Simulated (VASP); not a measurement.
Write the native input for VASP 6.6.1 that does the following.

| Property | Result |
| --- | --- |
| Task | single point |
| Functional | PBEsol |
| Potentials or basis | VASP PAW PBE potentials, release 64 (Cd) |
| Cutoff | 520 eV |
| k mesh | 14 × 14 × 14 |
| Occupations | gaussian, width 0.1 eV |
| Spin | no spin polarisation |
| Dipole correction | no |
| Further INCAR settings | ALGO = Fast; EDIFF = 1e-06; NBANDS = 12 |

The structure of Cd lies in POSCAR:

```
Cd
1.0
    0.0263072560      2.2816997403      2.3303437644
    2.3725551541      0.0595795023      2.2970715181
    2.4144781844      2.2903505244      0.0176564720
Cd
1
Direct
    0.0000000000      0.0000000000      0.0000000000
```

This cell differs from its parent crystal: the cell strained at random.

These files were run (other wordings do the same):

INCAR

```
SYSTEM = Cd
ALGO = Fast
EDIFF = 1E-6
ENCUT = 520
GGA = PS
ISIF = 2
ISMEAR = 0
LASPH = .TRUE.
LCHARG = .FALSE.
LREAL = .FALSE.
LWAVE = .FALSE.
NBANDS = 12
NELM = 100
PREC = Accurate
SIGMA = 0.1
```

KPOINTS

```
k-points
0
G
  14 14 14
  0 0 0
```

Potentials or basis: VASP PAW PBE potentials, release 64 (Cd).

Launch:

```console
$ cat potpaw_PBE.64/Cd/POTCAR > POTCAR
$ mpirun -np 1 vasp_std > vasp.out
```

It gave:

| Property | Result |
| --- | --- |
| Pressure | -5.8 GPa |
| Band gap on the k mesh | zero (bands 6 and 7 overlap by 3.20 eV) |

Caveat: the cell differs from its parent crystal (the cell strained at random); the cell stands under tension; the PAW data sets were made with another functional, which shifts forces and pressure a little.

It took 2.2 min on 1 thread of Intel(R) Xeon(R) 6975P-C (Granite Rapids), on a shared host, peak memory 0.47 GiB.
